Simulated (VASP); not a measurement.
# CrTc3 (Pm-3m) in VASP: a series of runs

CrTc3 is run at these levels: PBEsol; tasks: single point.

Everything below comes from runs of VASP 6.6.1. Logs are shortened: lines on timing, memory, paths and dates and some standing lists are left out, and cuts for length are marked.

### Step 1. The cell of the first run

The structure is cubic, space group Pm-3m (No. 221). Conventional cell: a = 3.775 Å, b = 3.775 Å, c = 3.775 Å, α = 90.00°, β = 90.00°, γ = 90.00°. Cr (site symmetry m-3m) has 12 Tc at 2.67 Å within 3.5 Å. Within 3.5 Å of Tc (site symmetry 4/mmm) lie 4 Cr at 2.67 Å and 8 Tc at 2.67 Å.

### Step 2. Single point, PBEsol, collinear spin, ferromagnetic start

Contents of INCAR:

```
  ALGO = Normal
  EDIFF = 1E-6
  ENCUT = 520
  GGA = PS
  ISIF = 2
  ISMEAR = 0
  ISPIN = 2
  LASPH = T
  LCHARG = T
  LELF = T
  LMAXMIX = 4
  LORBIT = 11
  LREAL = F
  LVHAR = T
  LWAVE = F
  MAGMOM = 2 0 0 0
  NBANDS = 38
  NELM = 150
  PREC = Accurate
  SIGMA = 0.05
```

Contents of KPOINTS:

```
k-points
0
Gamma
  8 8 8
```

Contents of POSCAR:

```
CrTc3
1.0
    3.7751377813      0.0000000000      0.0000000000
    0.0000000000      3.7751377813      0.0000000000
    0.0000000000      0.0000000000      3.7751377813
Cr Tc
1 3
Direct
    0.0000000000      0.0000000000      0.0000000000
    0.0000000000      0.5000000000      0.5000000000
    0.5000000000      0.5000000000      0.0000000000
    0.5000000000      0.0000000000      0.5000000000
```

Potentials or basis: VASP PAW PBE potentials, release 64 (Cr_pv, Tc_pv).

The run is started by

```sh
cat potpaw_PBE.64/Cr_pv/POTCAR potpaw_PBE.64/Tc_pv/POTCAR > POTCAR
mpirun -np 1 vasp_std > vasp.out
```

OUTCAR:

```text
EDIFF = 1E-6
   ENCUT = 520
   GGA = PS
   ISIF = 2
   ISMEAR = 0
   ISPIN = 2
   LASPH = T
   LORBIT = 11
   LREAL = F
   NELM = 150
   PREC = Accurate

 ion  position               nearest neighbor table
   1  0.000  0.000  0.000-   2 2.67   3 2.67   4 2.67   2 2.67   4 2.67   2 2.67   3 2.67   2 2.67
                             3 2.67   4 2.67   4 2.67   3 2.67
   2  0.000  0.500  0.500-   1 2.67   3 2.67   4 2.67   1 2.67   3 2.67   1 2.67   4 2.67   1 2.67
                             3 2.67   4 2.67   3 2.67   4 2.67
   3  0.500  0.500  0.000-   1 2.67   2 2.67   4 2.67   2 2.67   4 2.67   1 2.67   4 2.67   4 2.67
                             1 2.67   2 2.67   2 2.67   1 2.67
   4  0.500  0.000  0.500-   1 2.67   2 2.67   3 2.67   1 2.67   3 2.67   2 2.67   3 2.67   3 2.67
                             1 2.67   2 2.67   1 2.67   2 2.67

  LATTYP: Found a simple cubic cell.
 ALAT       =     3.7751377813

  Lattice vectors:

 A1 = (   3.7751377813,   0.0000000000,   0.0000000000)
 A2 = (   0.0000000000,   3.7751377813,   0.0000000000)
 A3 = (   0.0000000000,   0.0000000000,   3.7751377813)

Analysis of symmetry for initial positions (statically):
=====================================================================
 Subroutine PRICEL returns:
 Original cell was already a primitive cell.

 Routine SETGRP: Setting up the symmetry group for a
 simple cubic supercell.

 Subroutine GETGRP returns: Found 48 space group operations
[... 9 lines left out ...]

 Routine SETGRP: Setting up the symmetry group for a
 simple cubic supercell.

 Subroutine GETGRP returns: Found 48 space group operations
 (whereof 48 operations were pure point group operations)
 out of a pool of 48 trial point group operations.

The dynamic configuration has the point symmetry O_h .

Analysis of structural, dynamic, and magnetic symmetry:
=====================================================================
 Subroutine PRICEL returns:
 Original cell was already a primitive cell.

 Routine SETGRP: Setting up the symmetry group for a
 simple cubic supercell.

 Subroutine GETGRP returns: Found 48 space group operations
 (whereof 48 operations were pure point group operations)
 out of a pool of 48 trial point group operations.

The overall configuration has the point symmetry O_h .

 Subroutine INISYM returns: Found 48 space group operations
[... 5 lines left out ...]
                                     Primitive cell

  volume of cell :      53.8020

  direct lattice vectors                    reciprocal lattice vectors
[... 118 lines left out ...]
   AEXX    =    0.0000 exact exchange contribution
   IVDW    =     0    specifies the selected vdW correction
   LEPSILON=     F    determine dielectric tensor
   LRPA    =     F    only Hartree local field effects (RPA)
 spin polarized calculation
 Gauss-broadening in eV      SIGMA  =   0.05
  energy-cutoff  :      520.00
  volume of cell :       53.80
 maximum number of plane-waves:      1472
   NGX = 15   NGY = 15   NGZ = 15

 number of electron      51.0000003 magnetization      -0.0639261

 number of electron      51.0000003 magnetization       0.0061682

 Free energy of the ion-electron system (eV)
  ---------------------------------------------------
  ext. energy  EPLUGINS =         0.00000000
  ---------------------------------------------------
  free energy    TOTEN  =       -43.41449667 eV

  energy without entropy =      -43.40923159  energy(sigma->0) =      -43.41186413

 E-fermi :  12.4665     XC(G=0): -13.9867

 val. band max:       12.4662957437   @ k =   0.3750   0.2500   0.2500
 cond. band min:      12.4702664673   @ k =   0.3750   0.2500   0.2500
 fundamental gap:      0.0039707236
 Fermi energy:        12.4664655012

 spin component 1

 k-point     1 :       0.0000    0.0000    0.0000
  band No.  band energies     occupation
      1     -30.3022      1.00000
      2     -30.3022      1.00000
      3     -30.3022      1.00000
      4     -26.8446      1.00000
      5     -26.8446      1.00000
      6     -26.8446      1.00000
[... 949 lines left out ...]
     36      18.6941      0.00000
     37      19.8149      0.00000

 [... further k-points ...]

 spin component 2

 k-point     1 :       0.0000    0.0000    0.0000
  band No.  band energies     occupation
      1     -30.2952      1.00000
      2     -30.2952      1.00000
      3     -30.2952      1.00000
      4     -26.8449      1.00000
      5     -26.8449      1.00000
      6     -26.8449      1.00000
[... 949 lines left out ...]
     36      18.6950      0.00000
     37      19.8249      0.00000

 [... further k-points ...]

 [bands above 37 left out]

------------------------ aborting loop because EDIFF is reached ----------------------------------------

  FORCE on cell =-STRESS in cart. coord.  units (eV):
  Direction    XX          YY          ZZ          XY          YZ          ZX
  --------------------------------------------------------------------------------------
  -------------------------------------------------------------------------------------
  Total       -0.0703488     -0.0703488     -0.0703488     -0.0000000     -0.0000000     -0.0000000
  in kB       -2.0949275     -2.0949275     -2.0949275     -0.0000000     -0.0000000     -0.0000000
  external PRESSURE =      -2.0949275 kB  Pullay stress =       0.0000000 kB

 VOLUME and BASIS-vectors are now :
 -----------------------------------------------------------------------------
  energy-cutoff  :      520.00
  volume of cell :       53.80
      direct lattice vectors                 reciprocal lattice vectors
     3.775137781  0.000000000  0.000000000     0.264890994  0.000000000  0.000000000
     0.000000000  3.775137781  0.000000000     0.000000000  0.264890994  0.000000000
     0.000000000  0.000000000  3.775137781     0.000000000  0.000000000  0.264890994

 POSITION                                       TOTAL-FORCE (eV/Angst)
 -----------------------------------------------------------------------------------
      0.00000      0.00000      0.00000         0.000000      0.000000      0.000000
      0.00000      1.88757      1.88757         0.000000      0.000000      0.000000
      1.88757      1.88757      0.00000         0.000000      0.000000      0.000000
      1.88757      0.00000      1.88757         0.000000      0.000000      0.000000
 -----------------------------------------------------------------------------------
    total drift:                                0.000000      0.000000      0.000000

  FREE ENERGIE OF THE ION-ELECTRON SYSTEM (eV)
  ---------------------------------------------------
  free  energy   TOTEN  =       -43.4144966669 eV

  energy  without entropy=      -43.4092315925  energy(sigma->0) =      -43.41186413

 total charge

# of ion       s       p       d       tot
------------------------------------------
    1        0.400   6.370   4.182  10.951
    2        0.501   6.525   5.164  12.190
    3        0.501   6.525   5.164  12.190
    4        0.501   6.525   5.164  12.190
--------------------------------------------------
tot          1.903  25.944  19.674  47.521

 magnetization (x)

# of ion       s       p       d       tot
------------------------------------------
    1        0.000   0.000   0.007   0.007
    2       -0.000   0.000  -0.000  -0.000
    3       -0.000   0.000  -0.000  -0.000
    4       -0.000   0.000  -0.000  -0.000
--------------------------------------------------
tot         -0.000   0.000   0.006   0.006
```

It took 1.8 min on 1 thread of Intel Xeon Platinum 8488C (Sapphire Rapids), shared host; peak memory 0.23 GiB.

Results:

```yaml
Free_energy: -43.4145 eV
Pressure: -0.2 GPa
Net_moment: 0.01 μB per cell
Valence_electrons_inside_the_program's_atomic_spheres: Cr 10.95; Tc 12.19
```

Caveat: the starting moments collapsed, and a magnetic state may lie lower; the PAW data sets were made with another functional, which shifts forces and pressure a little.

### Step 3. Single point, PBEsol, collinear spin, ferromagnetic start (volume scaled by 0.980)

Contents of INCAR:

```
PREC = Accurate
ENCUT = 520
EDIFF = 1E-6
ISMEAR = 0
SIGMA = 0.05
LREAL = F
LASPH = T
NELM = 150
ALGO = Normal
ISIF = 2
LWAVE = F
LCHARG = F
ISPIN = 2
MAGMOM = 0.05 0 0 0
LORBIT = 11
LMAXMIX = 4
GGA = PS
NBANDS = 38
```

Contents of KPOINTS:

```
regular mesh
0
Gamma
  8 8 8
```

Contents of POSCAR:

```
CrTc3
1.0
    3.7515242478      0.0000000000      0.0000000000
    0.0000000000      3.7515242478      0.0000000000
    0.0000000000      0.0000000000      3.7515242478
Cr Tc
1 3
Direct
    0.0000000000      0.0000000000      0.0000000000
    0.0000000000      0.5000000000      0.5000000000
    0.5000000000      0.5000000000      0.0000000000
    0.5000000000      0.0000000000      0.5000000000
```

Potentials or basis: VASP PAW PBE potentials, release 64 (Cr_pv, Tc_pv).

The run is started by

```sh
cat potpaw_PBE.64/Cr_pv/POTCAR potpaw_PBE.64/Tc_pv/POTCAR > POTCAR
mpirun -np 1 vasp_std > vasp.out
```

OUTCAR:

```text
PREC = Accurate
   ENCUT = 520
   EDIFF = 1E-6
   ISMEAR = 0
   LREAL = F
   LASPH = T
   NELM = 150
   ISIF = 2
   ISPIN = 2
   LORBIT = 11
   GGA = PS

 ion  position               nearest neighbor table
   1  0.000  0.000  0.000-   2 2.65   3 2.65   4 2.65   2 2.65   4 2.65   2 2.65   3 2.65   2 2.65
                             3 2.65   4 2.65   4 2.65   3 2.65
   2  0.000  0.500  0.500-   1 2.65   3 2.65   4 2.65   1 2.65   3 2.65   1 2.65   4 2.65   1 2.65
                             3 2.65   4 2.65   3 2.65   4 2.65
[... 2161 lines left out ...]
     3.751524248  0.000000000  0.000000000     0.266558320  0.000000000  0.000000000
     0.000000000  3.751524248  0.000000000     0.000000000  0.266558320  0.000000000
     0.000000000  0.000000000  3.751524248     0.000000000  0.000000000  0.266558320

 POSITION                                       TOTAL-FORCE (eV/Angst)
 -----------------------------------------------------------------------------------
      0.00000      0.00000      0.00000         0.000000      0.000000      0.000000
      0.00000      1.87576      1.87576         0.000000      0.000000      0.000000
      1.87576      1.87576      0.00000         0.000000      0.000000      0.000000
      1.87576      0.00000      1.87576         0.000000      0.000000      0.000000
 -----------------------------------------------------------------------------------
    total drift:                                0.000000      0.000000      0.000000

  FREE ENERGIE OF THE ION-ELECTRON SYSTEM (eV)
  ---------------------------------------------------
  free  energy   TOTEN  =       -43.3958758116 eV

  energy  without entropy=      -43.3906162091  energy(sigma->0) =      -43.39324601

 total charge

# of ion       s       p       d       tot
------------------------------------------
    1        0.406   6.381   4.208  10.995
    2        0.510   6.541   5.196  12.247
    3        0.510   6.541   5.196  12.247
    4        0.510   6.541   5.196  12.247
--------------------------------------------------
tot          1.937  26.004  19.796  47.737

 magnetization (x)

# of ion       s       p       d       tot
------------------------------------------
    1        0.000   0.000   0.002   0.002
    2       -0.000   0.000  -0.000  -0.000
    3       -0.000   0.000  -0.000  -0.000
    4       -0.000   0.000  -0.000  -0.000
--------------------------------------------------
tot         -0.000   0.000   0.002   0.002
```

stdout:

```text
POSCAR found type information on POSCAR CrTc
 POSCAR found :  2 types and       4 ions
 scaLAPACK will be used
 -----------------------------------------------------------------------------
|                                                                             |
|                                                                             |
|     You enforced a specific xc type in the INCAR file but a different       |
|     I HOPE YOU KNOW WHAT YOU ARE DOING!                                     |
|                                                                             |
 -----------------------------------------------------------------------------

 LDA part: xc-table for (Slater+PW92), standard interpolation
 POSCAR, INCAR and KPOINTS ok, starting setup
 FFT: planning ... GRIDC
 FFT: planning ... GRID_SOFT
 FFT: planning ... GRID
 WAVECAR not read
 entering main loop
```

Run time: 98 s. Hardware: 1 thread of Intel Xeon Platinum 8488C (Sapphire Rapids), shared host; peak memory 0.23 GiB.

What came out:

- Free energy: -43.3959 eV
- Pressure: 5.9 GPa
- Net moment: 0.00 μB per cell
- Valence electrons inside the program's atomic spheres: Cr 10.99; Tc 12.25

Caveat: the PAW data sets were made with another functional, which shifts forces and pressure a little.
